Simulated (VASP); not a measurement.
# CaMg4 (Pm-3m) in VASP: further runs

CaMg4 is run at these levels: PBE; tasks: single point, relaxation of cell and atoms.

All numbers are computed with VASP 6.6.1; they aren't measurements. Logs are shortened: lines on timing, memory, paths and dates and some standing lists are left out, and cuts for length are marked.

## (1) The cell of the first run

Symmetry: Pm-3m, No. 221, cubic system. The conventional cell has a = 5.319 Å, b = 5.319 Å, c = 5.319 Å, α = 90.00°, β = 90.00°, γ = 90.00°. Ca (site symmetry m-3m) has 20 Mg at 3.76 to 4.61 Å within 4.9 Å. Mg (site symmetry 4/mmm) has 2 Mg at 2.66 Å within 3.5 Å. Mg (site symmetry m-3m) has 6 Mg at 2.66 Å within 3.5 Å.

The cell was generated, and may not be a known phase.

## (2) Single point, PBE

File INCAR:

```
PREC     = Accurate       # precision mode
ENCUT    = 600            # plane-wave cutoff, eV
EDIFF    = 1E-6           # SCF threshold, eV
ISMEAR   = 0              # smearing method
SIGMA    = 0.1            # smearing width, eV
LREAL    = F              # projectors in reciprocal space
LASPH    = T              # aspherical terms in the spheres
NELM     = 120            # most SCF steps
ALGO     = Normal         # electronic algorithm
ISIF     = 2              # what is computed and relaxed
LWAVE    = F              # write WAVECAR
LCHARG   = F              # write CHGCAR
GGA      = PE             # functional
NBANDS   = 17             # bands
GGA_COMPAT= F
```

File KPOINTS:

```
regular mesh
0
Gamma
  4 4 4
```

File POSCAR:

```
CaMg4
1.0
    5.3190542482      0.0000000000      0.0000000000
    0.0000000000      5.3190542482      0.0000000000
    0.0000000000      0.0000000000      5.3190542482
Ca Mg
1 4
Direct
    0.0000000000      0.0000000000      0.0000000000
    0.0000000000      0.5000000000      0.5000000000
    0.5000000000      0.0000000000      0.5000000000
    0.5000000000      0.5000000000      0.0000000000
    0.5000000000      0.5000000000      0.5000000000
```

Potentials or basis: VASP PAW PBE potentials, release 64 (Ca_sv, Mg).

On the command line:

```bash
cat potpaw_PBE.64/Ca_sv/POTCAR potpaw_PBE.64/Mg/POTCAR > POTCAR
mpirun -np 1 vasp_std > vasp.out
```

OUTCAR:

```text
PREC = Accurate
   ENCUT = 600
   EDIFF = 1E-6
   ISMEAR = 0
   LREAL = F
   LASPH = T
   NELM = 120
   ISIF = 2
   GGA = PE

 ion  position               nearest neighbor table
   1  0.000  0.000  0.000-
   2  0.000  0.500  0.500-   5 2.66   5 2.66
   3  0.500  0.000  0.500-   5 2.66   5 2.66
   4  0.500  0.500  0.000-   5 2.66   5 2.66
   5  0.500  0.500  0.500-   2 2.66   3 2.66   4 2.66   4 2.66   3 2.66   2 2.66

  LATTYP: Found a simple cubic cell.
 ALAT       =     5.3190542482

  Lattice vectors:

 A1 = (   5.3190542482,   0.0000000000,   0.0000000000)
 A2 = (   0.0000000000,   5.3190542482,   0.0000000000)
 A3 = (   0.0000000000,   0.0000000000,   5.3190542482)

Analysis of symmetry for initial positions (statically):
=====================================================================
 Subroutine PRICEL returns:
 Original cell was already a primitive cell.

 Routine SETGRP: Setting up the symmetry group for a
 simple cubic supercell.

 Subroutine GETGRP returns: Found 48 space group operations
 (whereof 48 operations were pure point group operations)
 out of a pool of 48 trial point group operations.

The static configuration has the point symmetry O_h .

Analysis of symmetry for dynamics (positions and initial velocities):
=====================================================================
 Subroutine PRICEL returns:
 Original cell was already a primitive cell.

 Routine SETGRP: Setting up the symmetry group for a
 simple cubic supercell.

 Subroutine GETGRP returns: Found 48 space group operations
 (whereof 48 operations were pure point group operations)
 out of a pool of 48 trial point group operations.

The dynamic configuration has the point symmetry O_h .

 Subroutine INISYM returns: Found 48 space group operations
 (whereof 48 operations are pure point group operations),
 and found     1 'primitive' translations

----------------------------------------------------------------------------------------

                                     Primitive cell

  volume of cell :     150.4885

  direct lattice vectors                    reciprocal lattice vectors
     5.319054248  0.000000000  0.000000000     0.188003347  0.000000000  0.000000000
     0.000000000  5.319054248  0.000000000     0.000000000  0.188003347  0.000000000
     0.000000000  0.000000000  5.319054248     0.000000000  0.000000000  0.188003347

  length of vectors
     5.319054248  5.319054248  5.319054248     0.188003347  0.188003347  0.188003347

[... 74 lines left out ...]
   NSW    =      0    number of steps for IOM
   IBRION =     -1    ionic relax: 0-MD 1-quasi-New 2-CG
   NFREE  =      0    steps in history (QN), initial steepest desc. (CG)
   ISIF   =      2    stress and relaxation
   ISYM   =      2    0-nonsym 1-usesym 2-fastsym
   POTIM  = 0.5000    time-step for ionic-motion
   TEBEG  =    0.0;   TEEND  =   0.0 temperature during run
   PSTRESS=    0.0 pullay stress
   NELECT =      18.0000    total number of electrons
   NUPDOWN=      -1.0000    fix difference up-down
   EMIN   =  10.00;   EMAX   =-10.00  energy-range for DOS
   EFERMI =   0.00;   METHOD = LEGACY
   ISMEAR =     0;   SIGMA  =   0.10  broadening in eV -4-tet -1-fermi 0-gaus
   EFERMI_NEDOS =   21; number of points for ismear=-14 and -15
   IALGO  =     38    algorithm
   IMIX   =      4    mixing-type and parameters
     AMIX     =   0.40;   BMIX     =  1.00
     AMIX_MAG =   1.60;   BMIX_MAG =  1.00
  volume/ion in A,a.u.               =      30.10       203.11
  Fermi-wavevector in a.u.,A,eV,Ry     =   0.806612  1.524275  8.852258  0.650623
  Thomas-Fermi vector in A             =   1.915077
   LORBIT       =      0    0 simple, 1 ext, 2 COOP (PROOUT), +10 PAW based schemes
   GGA     = PE    functional components
   LHFCALC =     F    Hartree Fock is set to
   AEXX    =    0.0000 exact exchange contribution
   IVDW    =     0    specifies the selected vdW correction
   LEPSILON=     F    determine dielectric tensor
   LRPA    =     F    only Hartree local field effects (RPA)
 non-spin polarized calculation
 Gauss-broadening in eV      SIGMA  =   0.10
  energy-cutoff  :      600.00
  volume of cell :      150.49
 maximum number of plane-waves:      5056
   NGX = 21   NGY = 21   NGZ = 21

 number of electron      17.9999998 magnetization

 Free energy of the ion-electron system (eV)
  ---------------------------------------------------
  ext. energy  EPLUGINS =         0.00000000
  ---------------------------------------------------
  free energy    TOTEN  =        -6.29744310 eV

  energy without entropy =       -6.29176685  energy(sigma->0) =       -6.29460497

 E-fermi :   1.7453     XC(G=0):  -7.8442

 val. band max:        1.6515186875   @ k =   0.5000   0.5000   0.2500
 cond. band min:       1.9017793138   @ k =   0.2500   0.2500   0.0000
 fundamental gap:      0.2502606264
 Fermi energy:         1.7453345055

 k-point     1 :       0.0000    0.0000    0.0000
  band No.  band energies     occupation
      1     -40.5162      2.00000
      2     -21.4883      2.00000
      3     -21.4883      2.00000
      4     -21.4883      2.00000
      5      -4.1264      2.00000
      6       0.9256      2.00000
[... 177 lines left out ...]
      4     -21.4899      2.00000
      5      -1.5943      2.00000
      6      -0.7455      2.00000
[... 9 lines left out ...]
     16       4.9044      0.00000
     17       4.9044      0.00000

------------------------ aborting loop because EDIFF is reached ----------------------------------------

  FORCE on cell =-STRESS in cart. coord.  units (eV):
  Direction    XX          YY          ZZ          XY          YZ          ZX
  --------------------------------------------------------------------------------------
  -------------------------------------------------------------------------------------
  Total        0.3087155      0.3087155      0.3087155      0.0000000      0.0000000     -0.0000000
  in kB        3.2867431      3.2867431      3.2867431      0.0000000      0.0000000     -0.0000000
  external PRESSURE =       3.2867431 kB  Pullay stress =       0.0000000 kB

 VOLUME and BASIS-vectors are now :
 -----------------------------------------------------------------------------
  energy-cutoff  :      600.00
  volume of cell :      150.49
      direct lattice vectors                 reciprocal lattice vectors
     5.319054248  0.000000000  0.000000000     0.188003347  0.000000000  0.000000000
     0.000000000  5.319054248  0.000000000     0.000000000  0.188003347  0.000000000
     0.000000000  0.000000000  5.319054248     0.000000000  0.000000000  0.188003347

 POSITION                                       TOTAL-FORCE (eV/Angst)
 -----------------------------------------------------------------------------------
      0.00000      0.00000      0.00000         0.000000      0.000000      0.000000
      0.00000      2.65953      2.65953         0.000000      0.000000      0.000000
      2.65953      0.00000      2.65953         0.000000      0.000000      0.000000
      2.65953      2.65953      0.00000         0.000000      0.000000      0.000000
      2.65953      2.65953      2.65953         0.000000      0.000000      0.000000
 -----------------------------------------------------------------------------------
    total drift:                               -0.000000     -0.000000      0.000000

  FREE ENERGIE OF THE ION-ELECTRON SYSTEM (eV)
  ---------------------------------------------------
  free  energy   TOTEN  =        -6.2974430960 eV

  energy  without entropy=       -6.2917668461  energy(sigma->0) =       -6.29460497
```

stdout:

```text
POSCAR found type information on POSCAR CaMg
 POSCAR found :  2 types and       5 ions
 scaLAPACK will be used
 LDA part: xc-table for (Slater+PW92), standard interpolation
 POSCAR, INCAR and KPOINTS ok, starting setup
 FFT: planning ... GRIDC
 FFT: planning ... GRID_SOFT
 FFT: planning ... GRID
 WAVECAR not read
 entering main loop
```

Wall time 18 s (1 thread of Intel Xeon 6975P-C (Granite Rapids), shared host); peak memory 0.26 GiB.

Results:

```yaml
Free_energy: -6.2974 eV
Pressure: 0.3 GPa
Band_gap_on_the_k_mesh: zero (bands 9 and 10 overlap by 1.52 eV)
```

Levels at points of the mesh, in eV from the Fermi level:
```
           k point  band 7  band 8  band 9  band 10  band 11  band 12
(0.00, 0.00, 0.00)   -0.82   -0.82   -0.59    -0.59     0.25     2.12
(0.50, 0.00, 0.00)   -0.46   -0.46    0.62     0.65     0.98     1.36
(0.50, 0.50, 0.00)   -3.03   -1.81    0.42     0.96     0.96     1.22
(0.50, 0.50, 0.50)   -2.49   -2.49   -0.90    -0.90    -0.90     0.58
```

## (3) Relaxation of cell and atoms, PBE

This run uses another cell than the first one, of 22.25 Å³/atom.

File INCAR:

```
SYSTEM = CaMg4
PREC     = Accurate       ! precision mode
ENCUT    = 600            ! plane-wave cutoff, eV
EDIFF    = 1E-7           ! SCF threshold, eV
ISMEAR   = 0              ! smearing method
SIGMA    = 0.1            ! smearing width, eV
LREAL    = .False.        ! projectors in reciprocal space
LASPH    = .True.         ! aspherical terms in the spheres
NELM     = 120            ! most SCF steps
ALGO     = Normal         ! electronic algorithm
ISIF     = 3              ! what is computed and relaxed
LWAVE    = .False.        ! write WAVECAR
LCHARG   = .False.        ! write CHGCAR
GGA      = PE             ! functional
IBRION   = 2              ! ionic algorithm
NSW      = 90             ! ionic steps
EDIFFG   = -0.04          ! ionic threshold
GGA_COMPAT= .False.      
NELMIN   = 4
```

File KPOINTS:

```
regular mesh
0
Gamma
  4 4 4
  0 0 0
```

POSCAR, as its differences from that of step 2:

```diff
@@ -2,5 +2,5 @@
 1.0
-    5.3190542482      0.0000000000      0.0000000000
-    0.0000000000      5.3190542482      0.0000000000
-    0.0000000000      0.0000000000      5.3190542482
+    4.8096692100      0.0000000000      0.0000000000
+    0.0000000000      4.8096692100      0.0000000000
+    0.0000000000      0.0000000000      4.8096692100
 Ca Mg
```

Potentials or basis: VASP PAW PBE potentials, release 64 (Ca_sv, Mg).

On the command line:

```bash
cat potpaw_PBE.64/Ca_sv/POTCAR potpaw_PBE.64/Mg/POTCAR > POTCAR
mpirun -np 1 vasp_std > vasp.out
```

It took 51 s on 1 thread of Intel Xeon 6975P-C (Granite Rapids), shared host; peak memory 0.24 GiB.

It converged, with:

* Free energy: -6.2972 eV
* Relaxed volume: 30.54 Å³/atom
* Relaxed cell: a = 5.345 Å, b = 5.345 Å, c = 5.345 Å, α = 90.00°, β = 90.00°, γ = 90.00°
* Space group after relaxing (to 0.1 Å): Pm-3m (No. 221)
* Energy gained by relaxing: 271.4 meV/atom
* Ionic steps: 4
* Pressure after relaxing: 0.0 GPa
* Band gap on the k mesh: zero (bands 9 and 10 overlap by 1.49 eV)

The path:
| step | energy change (eV) | largest force (eV/Å) | pressure (GPa) | volume (Å³) |
| --- | --- | --- | --- | --- |
| 1 | 0.0000 | 0.0000 | 13.56 | 111.26 |
| 2 | -1.3226 | 0.0000 | 1.43 | 144.43 |
| 3 | -1.3519 | 0.0000 | -0.49 | 155.88 |
| 4 | -1.3572 | 0.0000 | -0.03 | 152.72 |

Final structure:
```
CELL_PARAMETERS angstrom
5.34524 0.00000 0.00000
0.00000 5.34524 0.00000
0.00000 0.00000 5.34524
ATOMIC_POSITIONS crystal
Ca 0.00000 0.00000 0.00000
Mg 0.00000 0.50000 0.50000
Mg 0.50000 0.00000 0.50000
Mg 0.50000 0.50000 0.00000
Mg 0.50000 0.50000 0.50000
```

Levels at points of the mesh, in eV from the Fermi level:
```csv
k point,band 6,band 7,band 8,band 9,band 10,band 11,band 12,band 13
"(0.00, 0.00, 0.00)",-0.82,-0.82,-0.82,-0.60,-0.60,0.22,2.10,2.10
"(0.50, 0.00, 0.00)",-3.84,-0.46,-0.46,0.60,0.62,0.95,1.35,1.35
"(0.50, 0.50, 0.00)",-3.01,-3.01,-1.79,0.41,0.95,0.95,1.18,2.25
"(0.50, 0.50, 0.50)",-2.48,-2.48,-2.48,-0.89,-0.89,-0.89,0.55,2.80
```

Caveat: the volume moved by over 15 % at a fixed basis, so the end points are rough.

The gap in the log of VASP goes by the Fermi energy; the results here count the filled bands.